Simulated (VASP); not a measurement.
Here is a VASP 6.6.1 calculation.

INCAR

```
SYSTEM = Ti2O
ALGO = Normal
EDIFF = 1E-6
ENCUT = 520
ISIF = 2
ISMEAR = 1
LASPH = .TRUE.
LCHARG = .TRUE.
LELF = .TRUE.
LREAL = .FALSE.
LVHAR = .TRUE.
LWAVE = .FALSE.
NBANDS = 22
NELM = 80
PREC = Accurate
SIGMA = 0.1
```

File KPOINTS:

```
k-points
0
G
  7 7 4
  0 0 0
```

The input POSCAR:

```
Ti2O
1.0
    2.9194000000      0.0000000000      0.0000000000
   -1.4597000000      2.5282750000      0.0000000000
    0.0000000000      0.0000000000      4.7130000000
Ti O
2 1
Direct
    0.6650750614      0.3315740935      0.2875818994
    0.3220106014      0.6784594927      0.7067380075
   -0.0046762233     -0.0037111674      0.0095747426
```

Potentials or basis: VASP PAW LDA potentials, release 64 (Ti_sv, O).

Launch:

```bash
$ cat potpaw_LDA.64/Ti_sv/POTCAR potpaw_LDA.64/O/POTCAR > POTCAR
$ mpirun -np 1 vasp_std > vasp.out
```

(1) Estimate the pressure.

(2) Predict the largest force.

(3) Predict the band gap on the k mesh.

## Answers

(1) 0.0 GPa.

(2) 3.005 eV/Å.

(3) zero (bands 15 and 16 overlap by 0.35 eV).

Caveat: forces of over 1 eV/Å act on the atoms, so gaps and moduli don't describe the material at rest.
